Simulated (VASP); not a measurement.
Wanted: the native input for a VASP 6.6.1 run.

| Quantity | Value |
| --- | --- |
| Task | single point |
| Functional | RPBE |
| Potentials or basis | VASP PAW PBE potentials, release 64 (Pt) |
| Cutoff | 520 eV |
| k mesh | 12 × 12 × 1 |
| Occupations | gaussian, width 0.1 eV |
| Spin | no spin polarisation |
| Dipole correction | yes |
| Further INCAR settings | ALGO = Normal; EDIFF = 1e-06; NBANDS = 28 |

The structure of Pt lies in POSCAR:

```
Pt
1.0
    2.8233810850      0.0000000000      0.0000000000
   -1.4116905425      2.4451197442      0.0000000000
    0.0000000000      0.0000000000     23.9158430076
Pt
4
Direct
    0.6666666667      0.3333333333      0.3554129368
    0.3333333333      0.6666666667      0.4518043123
    0.0000000000      0.0000000000      0.5469796158
    0.6666666667      0.3333333333      0.6437741072
```

The input as run:

INCAR

```
SYSTEM = Pt
PREC = Accurate ; ENCUT = 520
EDIFF = 1E-6 ; ISMEAR = 0
SIGMA = 0.1 ; LREAL = .FALSE.
LASPH = .TRUE. ; NELM = 60
ALGO = Normal ; ISIF = 2
LWAVE = .FALSE. ; LCHARG = .FALSE.
LDIPOL = .TRUE. ; IDIPOL = 3
DIPOL = 0.5 0.5 0.499 ; GGA = RP
NBANDS = 28
```

KPOINTS

```
Automatic mesh
0
G
  12 12 1
  0 0 0
```

Potentials or basis: VASP PAW PBE potentials, release 64 (Pt).

Launch:

```console
$ cat potpaw_PBE.64/Pt/POTCAR > POTCAR
$ mpirun -np 1 vasp_std > vasp.out
```

Results of the run:

```
Largest force          : 0.042 eV/Å
Band gap on the k mesh : zero (band 20 reaches 1.06 eV, above the bottom of band 21 at -0.26 eV)
```

Caveat: the PAW data sets were made with another functional, which shifts forces and pressure a little; spin-orbit coupling is left out, which moves the levels of the heavy elements.

Wall time 2.7 min on 1 thread of Intel(R) Xeon(R) Platinum 8259CL CPU @ 2.50GHz (Skylake/Cascade Lake) (shared host), peak memory 0.32 GiB.
